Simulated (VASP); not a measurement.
A run of VASP 6.6.1 is set up as follows.

The input INCAR:

```
SYSTEM = SnO2
ALGO = Normal
EDIFF = 1E-7
ENCUT = 520
GGA = PE
ISIF = 2
ISMEAR = 0
LASPH = .TRUE.
LCHARG = .FALSE.
LREAL = .FALSE.
LWAVE = .FALSE.
NBANDS = 64
NELM = 80
PREC = Accurate
SIGMA = 0.1
```

The input KPOINTS:

```
k-points
0
G
  4 4 4
  0 0 0
```

The input POSCAR:

```
SnO2
1.0
    4.7351460500      0.0000000000      0.0000000000
    0.0000000000      5.7509121900      0.0000000000
    0.0000000000      0.0000000000      5.2471141800
Sn O
4 8
Direct
    0.5000000000      0.6654477700      0.7500000000
    0.0000000000      0.8345522300      0.2500000000
    0.5000000000      0.3345522300      0.2500000000
    0.0000000000      0.1654477700      0.7500000000
    0.7303050200      0.6071234900      0.0786035800
    0.2303050200      0.8928765100      0.9213964200
    0.7696949800      0.8928765100      0.5786035800
    0.2696949800      0.6071234900      0.4213964200
    0.7303050200      0.3928765100      0.5786035800
    0.2303050200      0.1071234900      0.4213964200
    0.7696949800      0.1071234900      0.0786035800
    0.2696949800      0.3928765100      0.9213964200
```

Potentials or basis: VASP PAW PBE potentials, release 64 (Sn_d, O).

The run is started by

```sh
$ cat potpaw_PBE.64/Sn_d/POTCAR potpaw_PBE.64/O/POTCAR > POTCAR
$ mpirun -np 1 vasp_std > vasp.out
```

Problem. Predict the largest force.

Solution. 0.098 eV/Å.

Problem. Predict the pressure.

Solution. 7.6 GPa.

Stress tensor (GPa, compression positive):
```
7.29 0.00 0.00
0.00 7.60 0.00
0.00 0.00 8.00
```
